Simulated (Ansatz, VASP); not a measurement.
## TlAs2: VASP beside Ansatz

The input INCAR:

```
ALGO     = Normal         # electronic algorithm
EDIFF    = 1E-7           # SCF threshold, eV
EDIFFG   = -0.01          # ionic threshold
ENCUT    = 600            # plane-wave cutoff, eV
GGA      = PE             # functional
IBRION   = 2              # ionic algorithm
ISIF     = 3              # what is computed and relaxed
ISMEAR   = 0              # smearing method
LASPH    = T              # aspherical terms in the spheres
LCHARG   = F              # write CHGCAR
LREAL    = F              # projectors in reciprocal space
LWAVE    = F              # write WAVECAR
NELM     = 80             # most SCF steps
NSW      = 100            # ionic steps
PREC     = Accurate       # precision mode
SIGMA    = 0.1            # smearing width, eV
```

File KPOINTS:

```
k-points
0
Gamma
  12 12 12
```

The input POSCAR:

```
TlAs2
1.0
    0.0000000000      3.4173945222      3.4173945222
    3.4173945222      0.0000000000      3.4173945222
    3.4173945222      3.4173945222      0.0000000000
Tl As
1 2
Direct
    0.0000000000      0.0000000000      0.0000000000
    0.2500000000      0.2500000000      0.2500000000
    0.7500000000      0.7500000000      0.7500000000
```

Input for Ansatz:

```yaml
crystal:
  lattice:
    - [0.0, 3.4173945222, 3.4173945222]
    - [3.4173945222, 0.0, 3.4173945222]
    - [3.4173945222, 3.4173945222, 0.0]
  atoms:
    - { symbol: Tl, position: [0.0, 0.0, 0.0] }
    - { symbol: As, position: [0.25, 0.25, 0.25] }
    - { symbol: As, position: [0.75, 0.75, 0.75] }
basis:
  ecutwfc: 420
kpoints:
  mp_grid: { grid: [12, 12, 12] }
hamiltonian:
  xc: pbe
scf:
  occupations: { method: gaussian, width: 0.1 }
output:
  forces: true
  stress: true
  eigenvalues: true
relax:
  adjacent_minimum: "off"
  f_tol: 0.01
  max_steps: 80
  cell: { stress_tol: 0.05 }
```

Alike in both runs: task relaxation of cell and atoms; functional PBE; k mesh 12 × 12 × 12; occupations gaussian, width 0.1 eV; no spin polarisation.

```csv
,VASP,Ansatz
version,VASP 6.6.1,Ansatz 0.2.0
potentials or method,"VASP PAW PBE potentials, release 64 (Tl_d, As), cutoff 600 eV","scalar-relativistic, plane waves, PAW"
valence electrons in the cell,23,43
```

VASP gave:

- gap on the k mesh at the Fermi level, each at its own relaxed structure (eV): none
- relaxed volume (Å³/atom): 26.79
- relaxed length of the cell vector where the two differ most in proportion (Å): 4.844

Question: Estimate Ansatz's values.

Answer: gap on the k mesh at the Fermi level, each at its own relaxed structure (eV): none; relaxed volume (Å³/atom): 26.78; relaxed length of the cell vector where the two differ most in proportion (Å): 4.843.

A gap of «none» marks a metal or a gap that the smearing closes. VASP's potentials hold 23 valence electrons a cell and Ansatz's 43, so a difference there can come from the potentials and not from the codes.

Spin-orbit coupling is off throughout.
